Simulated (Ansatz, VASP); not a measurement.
## Two plane-wave programs on C

```xyz
8
Lattice="-2.4291 2.4291 2.4291 2.4291 -2.4291 2.4291 2.4291 2.4291 -2.4291" Properties=species:S:1:pos:R:3 pbc="T T T"
C    -0.7906    0.7906    0.7906
C     1.6385    1.6385    1.6385
C     0.7906   -0.7906    0.7906
C     0.7906    0.7906   -0.7906
C     1.6385   -1.6385    1.6385
C     0.7906    0.7906    0.7906
C    -1.6385    1.6385    1.6385
C     1.6385    1.6385   -1.6385
```

Alike in both runs: functional r2SCAN; k mesh 8 × 8 × 8; occupations gaussian, width 0.02 eV; no spin polarisation.

Ansatz relaxed the structure, and its values are those at the end. VASP's run is a single point on that final structure, the one shown.

|  | VASP | Ansatz |
| --- | --- | --- |
| version | VASP 6.6.1 | Ansatz 0.2.0 |
| potentials or method | VASP PAW PBE potentials, release 64 (C), cutoff 520 eV | scalar-relativistic, plane waves, PAW |
| valence electrons in the cell | 32 | 32 |

VASP gave:

| Property | Result |
| --- | --- |
| gap on the k mesh at the Fermi level (eV) | 3.17 |
| least direct gap on the mesh (eV) | 4.12 |
| pressure (GPa) | 0.9 |
| rms of the force components (eV/Å) | 0.029 |

**Question.** What did Ansatz give for the same quantities?

**Answer.** gap on the k mesh at the Fermi level (eV): 3.19; least direct gap on the mesh (eV): 4.15; pressure (GPa): 0.0; rms of the force components (eV/Å): 0.003.

VASP's potentials were made for PBE, not for r2SCAN.
